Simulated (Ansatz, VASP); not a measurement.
**Ni2Pt in VASP and in Ansatz**

```xyz
6
Lattice="2.6642 0.0000 0.0000 -1.3321 2.3072 0.0000 0.0000 0.0000 12.5979" Properties=species:S:1:pos:R:3 pbc="T T T"
Ni    0.0000    1.5382    9.6972
Ni    0.0000    1.5382    0.9695
Ni    1.3321    0.7691   11.6284
Ni    1.3321    0.7691    2.9007
Pt    0.0000    1.5382    5.0475
Pt    1.3321    0.7691    7.5504
```

Alike in both runs: functional PBE; k mesh 6 × 6 × 2; occupations gaussian, width 0.1 eV; collinear spin.

Ansatz relaxed the structure, and its values are those at the end. VASP's run is a single point on that final structure, the one shown.

|  | VASP | Ansatz |
| --- | --- | --- |
| version | VASP 6.6.1 | Ansatz 0.2.0 |
| potentials or method | VASP PAW PBE potentials, release 64 (Ni, Pt), cutoff 520 eV | scalar-relativistic, plane waves, PAW |
| valence electrons in the cell | 60 | 108 |

|  | VASP | Ansatz | Ansatz less VASP |
| --- | --- | --- | --- |
| gap on the k mesh at the Fermi level (eV) | none | none | - |
| pressure (GPa) | 0.0 | 0.1 | +0.10 |
| rms of the force components (eV/Å) | 0.005 | 0.003 | -0.0021 |
| net moment per atom (μB) | 0.59 | 0.60 | +0.007 |
| size of the moment on the site where the two differ most (μB) | 0.69 | 0.73 | +0.037 |

Site moments also hang on the region over which each program counts them. A gap of «none» marks a metal or a gap that the smearing closes. The functional is the same, so the differences come from potentials, cutoffs and numerics. VASP's potentials hold 60 valence electrons a cell and Ansatz's 108, so a difference there can come from the potentials and not from the codes.

The k mesh is coarse, so the values compare programs but aren't converged. Spin-orbit coupling is off throughout.
